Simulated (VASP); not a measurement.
# TaAs (lda.b) (I4_1md) in VASP: single point with LDA

Aim: the single point of TaAs (lda.b) with LDA.

Everything below comes from runs of VASP 6.6.1. Logs are shortened: lines on timing, memory, paths and dates and some standing lists are left out, and cuts for length are marked.

**1. The cell of the first run**

The structure is tetragonal, space group I4_1md (No. 109). Conventional cell: a = 3.406 Å, b = 3.406 Å, c = 11.508 Å, α = 90.00°, β = 90.00°, γ = 90.00°. Within 3.4 Å of Ta (site symmetry 2mm) lie 6 As at 2.58 to 2.59 Å and 4 Ta at 3.34 Å. Within 3.4 Å of As (site symmetry 2mm) lie 6 Ta at 2.58 to 2.59 Å and 4 As at 3.34 Å.

**2. Single point, LDA**

File INCAR:

```
SYSTEM = TaAs
  ALGO = Normal
  EDIFF = 1E-6
  ENCUT = 520
  GGA = CA
  ISIF = 2
  ISMEAR = -1
  LASPH = .TRUE.
  LCHARG = .FALSE.
  LREAL = .FALSE.
  LWAVE = .FALSE.
  NBANDS = 24
  NELM = 60
  PREC = Accurate
  SIGMA = 0.15
```

File KPOINTS:

```
k-points
0
G
  18 18 18
  0 0 0
```

File POSCAR:

```
TaAs
1.0
   -1.7029846339      1.7029846339      5.7540648195
    1.7029846339     -1.7029846339      5.7540648195
    1.7029846339      1.7029846339     -5.7540648195
Ta As
2 2
Direct
    0.5003165108      1.0003165108      0.5000000000
    0.7503165108      0.7503165108      0.0000000000
    0.0822829092      0.5822829092      0.5000000000
    0.3322829092      0.3322829092      0.0000000000
```

Potentials or basis: VASP PAW LDA potentials, release 64 (Ta_pv, As).

Started as:

```console
$ cat potpaw_LDA.64/Ta_pv/POTCAR potpaw_LDA.64/As/POTCAR > POTCAR
$ mpirun -np 1 vasp_std > vasp.out
```

OUTCAR:

```text
SYSTEM = TaAs
   EDIFF = 1E-6
   ENCUT = 520
   GGA = CA
   ISIF = 2
   ISMEAR = -1
   LASPH = .TRUE.
   LREAL = .FALSE.
   NELM = 60
   PREC = Accurate

 ion  position               nearest neighbor table
   1  0.500  0.000  0.500-   4 2.58   4 2.58   3 2.59   3 2.59   3 2.59   3 2.59   2 3.34   2 3.34
                             2 3.34   2 3.34
   2  0.750  0.750  0.000-   3 2.58   3 2.58   4 2.59   4 2.59   4 2.59   4 2.59   1 3.34   1 3.34
                             1 3.34   1 3.34
   3  0.082  0.582  0.500-   2 2.58   2 2.58   1 2.59   1 2.59   1 2.59   1 2.59
   4  0.332  0.332  0.000-   1 2.58   1 2.58   2 2.59   2 2.59   2 2.59   2 2.59

  LATTYP: Found a body centered tetragonal cell.
 ALAT       =     3.4059692678
 C/A-ratio  =     3.3788119428

  Lattice vectors:

 A1 = (  -1.7029846339,   1.7029846339,   5.7540648195)
 A2 = (   1.7029846339,  -1.7029846339,   5.7540648195)
 A3 = (   1.7029846339,   1.7029846339,  -5.7540648195)

Analysis of symmetry for initial positions (statically):
=====================================================================
 Subroutine PRICEL returns:
 Original cell was already a primitive cell.

 Routine SETGRP: Setting up the symmetry group for a
 body centered tetragonal supercell.

 Subroutine GETGRP returns: Found  8 space group operations
 (whereof  4 operations were pure point group operations)
 out of a pool of 16 trial point group operations.

The static configuration has the point symmetry C_2v.
 The point group associated with its full space group is C_4v.

Analysis of symmetry for dynamics (positions and initial velocities):
=====================================================================
 Subroutine PRICEL returns:
 Original cell was already a primitive cell.

 Routine SETGRP: Setting up the symmetry group for a
 body centered tetragonal supercell.

 Subroutine GETGRP returns: Found  8 space group operations
 (whereof  4 operations were pure point group operations)
 out of a pool of 16 trial point group operations.

The dynamic configuration has the point symmetry C_2v.
 The point group associated with its full space group is C_4v.

 Subroutine INISYM returns: Found  8 space group operations
 (whereof  4 operations are pure point group operations),
 and found     1 'primitive' translations

----------------------------------------------------------------------------------------

                                     Primitive cell

  volume of cell :      66.7508

  direct lattice vectors                    reciprocal lattice vectors
    -1.702984634  1.702984634  5.754064819     0.000000000  0.293602179  0.086895093
     1.702984634 -1.702984634  5.754064819     0.293602179  0.000000000  0.086895093
     1.702984634  1.702984634 -5.754064819     0.293602179  0.293602179  0.000000000

  length of vectors
     6.237754025  6.237754025  6.237754025     0.306191112  0.306191112  0.415216184

  position of ions in fractional coordinates (direct lattice)
     0.500316511  0.000316511  0.500000000
     0.750316511  0.750316511  0.000000000
     0.082282909  0.582282909  0.500000000
     0.332282909  0.332282909  0.000000000

  ion indices of the primitive-cell ions
   primitive index   ion index
                 1           1
                 2           2
                 3           3
                 4           4

----------------------------------------------------------------------------------------

 KPOINTS: k-points

Automatic generation of k-mesh.
 Grid dimensions read from file:
 generate k-points for:   18   18   18

 Generating k-lattice:

  Cartesian coordinates                     Fractional coordinates (reciprocal lattice)
     0.000000000  0.016311232  0.004827505     0.055555556  0.000000000 -0.000000000
     0.016311232  0.000000000  0.004827505     0.000000000  0.055555556 -0.000000000
     0.016311232  0.016311232  0.000000000     0.000000000  0.000000000  0.055555556

  Length of vectors
     0.017010617  0.017010617  0.023067566

  Shift w.r.t. Gamma in fractional coordinates (k-lattice)
     0.000000000  0.000000000  0.000000000

 Subroutine IBZKPT returns following result:
 ===========================================

 Found    480 irreducible k-points:

 Following reciprocal coordinates:
            Coordinates               Weight
  0.000000  0.000000  0.000000      1.000000
  0.055556 -0.000000  0.000000      8.000000
  0.111111 -0.000000  0.000000      8.000000
  0.166667  0.000000  0.000000      8.000000
  0.222222  0.000000  0.000000      8.000000
  0.277778  0.000000 -0.000000      8.000000
[... 16 lines left out ...]
 -0.277778  0.055556  0.000000     16.000000
 -0.222222  0.055556  0.000000     16.000000
 [... further k-points ...]
   k-points           NKPTS =    480   k-points in BZ     NKDIM =    480   number of bands    NBANDS=     24
   number of dos      NEDOS =    301   number of ions     NIONS =      4
   total plane-waves  NPLWV = 110592
   dimension x,y,z NGX =    48 NGY =   48 NGZ =   48
   dimension x,y,z NGXF=    96 NGYF=   96 NGZF=   96
   ions per type =               2   2
   NGX,Y,Z   is equivalent  to a cutoff of  12.79, 12.79, 12.79 a.u.
   NGXF,Y,Z  is equivalent  to a cutoff of  25.59, 25.59, 25.59 a.u.
 SYSTEM =  TaAs
   PREC   = accura    normal or accurate (medium, high low for compatibility)
   ISTART =      0    job   : 0-new  1-cont  2-samecut
   ICHARG =      2    charge: 1-file 2-atom 10-const
   ISPIN  =      1    spin polarized calculation?
   LNONCOLLINEAR =      F non collinear calculations
   LSORBIT =      F    spin-orbit coupling
   LASPH  =      T    aspherical Exc in radial PAW
   ENCUT  =  520.0 eV  38.22 Ry    6.18 a.u.  11.60 11.60 11.60*2*pi/ulx,y,z
   NELM   =     60;   NELMIN=  2; NELMDL= -5     # of ELM steps
   EDIFF  = 0.1E-05   stopping-criterion for ELM
   LREAL  =      F    real-space projection
   EDIFFG = 0.1E-04   stopping-criterion for IOM
   NSW    =      0    number of steps for IOM
   IBRION =     -1    ionic relax: 0-MD 1-quasi-New 2-CG
   NFREE  =      0    steps in history (QN), initial steepest desc. (CG)
   ISIF   =      2    stress and relaxation
   ISYM   =      2    0-nonsym 1-usesym 2-fastsym
   POTIM  = 0.5000    time-step for ionic-motion
   TEBEG  =    0.0;   TEEND  =   0.0 temperature during run
   PSTRESS=    0.0 pullay stress
   NELECT =      32.0000    total number of electrons
   NUPDOWN=      -1.0000    fix difference up-down
   EMIN   =  10.00;   EMAX   =-10.00  energy-range for DOS
   EFERMI =   0.00;   METHOD = LEGACY
   ISMEAR =    -1;   SIGMA  =   0.15  broadening in eV -4-tet -1-fermi 0-gaus
   EFERMI_NEDOS =   21; number of points for ismear=-14 and -15
   IALGO  =     38    algorithm
   IMIX   =      4    mixing-type and parameters
     AMIX     =   0.40;   BMIX     =  1.00
     AMIX_MAG =   1.60;   BMIX_MAG =  1.00
  volume/ion in A,a.u.               =      16.69       112.61
  Fermi-wavevector in a.u.,A,eV,Ry     =   1.281266  2.421242 22.335916  1.641643
  Thomas-Fermi vector in A             =   2.413646
   LORBIT       =      0    0 simple, 1 ext, 2 COOP (PROOUT), +10 PAW based schemes
   GGA     = CA    functional components
   LHFCALC =     F    Hartree Fock is set to
   AEXX    =    0.0000 exact exchange contribution
   IVDW    =     0    specifies the selected vdW correction
   LEPSILON=     F    determine dielectric tensor
   LRPA    =     F    only Hartree local field effects (RPA)
 non-spin polarized calculation
  energy-cutoff  :      520.00
  volume of cell :       66.75
 maximum number of plane-waves:      1820
   NGX = 23   NGY = 23   NGZ = 23

 number of electron      31.9999999 magnetization

 Free energy of the ion-electron system (eV)
  ---------------------------------------------------
  ext. energy  EPLUGINS =         0.00000000
  ---------------------------------------------------
  free energy    TOTEN  =       -38.97524529 eV

  energy without entropy =      -38.91899118  energy(sigma->0) =      -38.94711824

 E-fermi :   7.2963     XC(G=0): -12.2582

 val. band max:        7.2919456533   @ k =  -0.2222   0.5000   0.2222
 cond. band min:       7.2974303876   @ k =  -0.1111   0.5000   0.1111
 fundamental gap:      0.0054847343
 Fermi energy:         7.2962560328

 k-point     1 :       0.0000    0.0000    0.0000
  band No.  band energies     occupation
      1     -27.3603      2.00000
      2     -27.2934      2.00000
      3     -27.2934      2.00000
      4     -27.1267      2.00000
      5     -27.1267      2.00000
      6     -27.0657      2.00000
[... 16 lines left out ...]
     23      11.6325      0.00000
     24      11.6325      0.00000

 k-point     2 :       0.0556   -0.0000    0.0000
  band No.  band energies     occupation
      1     -27.3586      2.00000
      2     -27.2989      2.00000
      3     -27.2929      2.00000
      4     -27.1324      2.00000
      5     -27.1260      2.00000
      6     -27.0662      2.00000
[... 16 lines left out ...]
     23      11.3457      0.00000
     24      11.7935      0.00000

 k-point     3 :       0.1111   -0.0000    0.0000
  band No.  band energies     occupation
      1     -27.3550      2.00000
      2     -27.3131      2.00000
      3     -27.2913      2.00000
      4     -27.1484      2.00000
      5     -27.1241      2.00000
      6     -27.0681      2.00000
[... 16 lines left out ...]
     23      11.4564      0.00000
     24      12.2179      0.00000

 k-point     4 :       0.1667    0.0000    0.0000
  band No.  band energies     occupation
      1     -27.3599      2.00000
      2     -27.3242      2.00000
      3     -27.2889      2.00000
      4     -27.1720      2.00000
      5     -27.1211      2.00000
      6     -27.0719      2.00000
[... 16 lines left out ...]
     23      11.7589      0.00000
     24      12.7870      0.00000

 k-point     5 :       0.2222    0.0000    0.0000
  band No.  band energies     occupation
      1     -27.3851      2.00000
      2     -27.3183      2.00000
      3     -27.2860      2.00000
      4     -27.1996      2.00000
      5     -27.1175      2.00000
      6     -27.0779      2.00000
[... 451 lines left out ...]
 k-point    22 :      -0.3333    0.0556    0.0000
  band No.  band energies     occupation
      1     -27.4477      2.00000
      2     -27.3032      2.00000
      3     -27.2839      2.00000
      4     -27.2452      2.00000
      5     -27.1163      2.00000
      6     -27.0900      2.00000
[... 16 lines left out ...]
     23      12.2849      0.00000
     24      13.8654      0.00000

 k-point    23 :      -0.2778    0.0556    0.0000
  band No.  band energies     occupation
      1     -27.4165      2.00000
      2     -27.3101      2.00000
      3     -27.2868      2.00000
      4     -27.2264      2.00000
      5     -27.1196      2.00000
      6     -27.0814      2.00000
[... 16 lines left out ...]
     23      12.3963      0.00000
     24      13.5387      0.00000

 k-point    24 :      -0.2222    0.0556    0.0000
  band No.  band energies     occupation
      1     -27.3844      2.00000
      2     -27.3205      2.00000
      3     -27.2904      2.00000
      4     -27.1994      2.00000
      5     -27.1234      2.00000
      6     -27.0743      2.00000
[... 16 lines left out ...]
     23      12.2741      0.00000
     24      13.0497      0.00000

 [... further k-points ...]
[... 5 lines left out ...]
  --------------------------------------------------------------------------------------
  -------------------------------------------------------------------------------------
  Total        0.5183413      0.5183413      0.4289394      0.0000000      0.0000000      0.0000000
  in kB       12.4414274     12.4414274     10.2955695      0.0000000      0.0000000      0.0000000
  external PRESSURE =      11.7261414 kB  Pullay stress =       0.0000000 kB

 VOLUME and BASIS-vectors are now :
 -----------------------------------------------------------------------------
  energy-cutoff  :      520.00
  volume of cell :       66.75
      direct lattice vectors                 reciprocal lattice vectors
    -1.702984634  1.702984634  5.754064819     0.000000000  0.293602179  0.086895093
     1.702984634 -1.702984634  5.754064819     0.293602179  0.000000000  0.086895093
     1.702984634  1.702984634 -5.754064819     0.293602179  0.293602179  0.000000000

 POSITION                                       TOTAL-FORCE (eV/Angst)
 -----------------------------------------------------------------------------------
      0.00000      1.70298      0.00364         0.000000      0.000000      0.005880
      0.00000      0.00000      8.63474         0.000000      0.000000      0.005880
      1.70298      0.00000      0.94692        -0.000000     -0.000000     -0.005880
      0.00000      0.00000      3.82395        -0.000000     -0.000000     -0.005880
 -----------------------------------------------------------------------------------
    total drift:                               -0.000000     -0.000000      0.000223

  FREE ENERGIE OF THE ION-ELECTRON SYSTEM (eV)
  ---------------------------------------------------
  free  energy   TOTEN  =       -38.9752452939 eV

  energy  without entropy=      -38.9189911807  energy(sigma->0) =      -38.94711824
```

Wall time 18 min (1 thread of Intel Xeon Platinum 8488C (Sapphire Rapids), shared host); peak memory 0.79 GiB.

Results:

- Free energy: -38.9752 eV
- Pressure: 1.2 GPa
- Largest force: 0.006 eV/Å
- Band gap on the k mesh: zero (band 16 reaches 7.38 eV, above the bottom of band 17 at 7.32 eV)

Forces on the atoms (eV/Å):
```
Ta   0.000  0.000  0.006
Ta   0.000  0.000  0.006
As   0.000  0.000 -0.006
As   0.000  0.000 -0.006
```

Stress tensor (GPa, compression positive):
```
1.24 0.00 0.00
0.00 1.24 0.00
0.00 0.00 1.03
```

Caveat: spin-orbit coupling is left out, which moves the levels of the heavy elements.
